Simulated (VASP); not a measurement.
Write the native input for VASP 6.6.1 that does the following.

* Task: single point
* Functional: PBEsol
* Potentials or basis: VASP PAW PBE potentials, release 64 (Li_sv)
* Cutoff: 520 eV
* k mesh: 6 × 6 × 2
* Occupations: gaussian, width 0.1 eV
* Spin: no spin polarisation
* Dipole correction: no
* Further INCAR settings: ALGO = Fast; EDIFF = 1e-07; NBANDS = 14

The structure of Li lies in POSCAR:

```
Li
1.0
    3.1710376983      0.0000000000      0.0000000000
   -1.5855188491      2.7461992031      0.0000000000
    0.0000000000      0.0000000000     10.7438386611
Li
4
Direct
    0.0000000000      0.0000000000      0.0000000000
    0.3333333300      0.6666666700      0.2500000000
    0.0000000000      0.0000000000      0.5000000000
    0.6666666700      0.3333333300      0.7500000000
```

This isn't the form of Li at room conditions, which is bcc.

This cell differs from its parent crystal: Na replaced by Li, lengths x 0.863, strained.

These files were run (other wordings do the same):

INCAR

```
SYSTEM = Li
PREC = Accurate
ENCUT = 520
EDIFF = 1E-7
ISMEAR = 0
SIGMA = 0.1
LREAL = .False.
LASPH = .True.
NELM = 60
ALGO = Fast
ISIF = 2
LWAVE = .False.
LCHARG = .False.
GGA = PS
NBANDS = 14
```

KPOINTS

```
regular mesh
0
Gamma
  6 6 2
  0 0 0
```

Potentials or basis: VASP PAW PBE potentials, release 64 (Li_sv).

Command:

```console
$ cat potpaw_PBE.64/Li_sv/POTCAR > POTCAR
$ mpirun -np 1 vasp_std > vasp.out
```

It gave:

```
Band gap on the k mesh : zero (bands 6 and 7 overlap by 3.94 eV)
```

Caveat: the k points lie up to 0.38 Å⁻¹ apart, too coarse for converged energies and pressures of a metal; the cell differs from its parent crystal (Na replaced by Li, lengths x 0.863, strained).

Run time: 24 s on 1 thread of Intel(R) Xeon(R) Platinum 8488C (Sapphire Rapids) (shared host), peak memory 0.19 GiB.
